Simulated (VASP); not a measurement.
Input of a VASP 6.6.1 run:

Contents of INCAR:

```
  PREC = Accurate
  ENCUT = 520
  EDIFF = 1E-6
  ISMEAR = -1
  SIGMA = 0.1
  LREAL = False
  LASPH = True
  NELM = 100
  ALGO = Normal
  ISIF = 2
  LWAVE = False
  LCHARG = False
  GGA = PE
  NBANDS = 12
```

The input KPOINTS:

```
regular mesh
0
Gamma
  15 15 15
```

POSCAR

```
Ti
1.0
   -1.6080877481      1.6080877481      1.6080877481
    1.6080877481     -1.6080877481      1.6080877481
    1.6080877481      1.6080877481     -1.6080877481
Ti
1
Direct
    0.0000000000      0.0000000000      0.0000000000
```

Potentials or basis: VASP PAW PBE potentials, release 64 (Ti_sv).

Command:

```sh
$ cat potpaw_PBE.64/Ti_sv/POTCAR > POTCAR
$ mpirun -np 1 vasp_std > vasp.out
```

Task: What does it give for the band gap on the k mesh?

Result: Zero (band 6 reaches 9.57 eV, above the bottom of band 7 at 7.85 eV).

Task: What does it give for the pressure?

Result: 4.2 GPa.
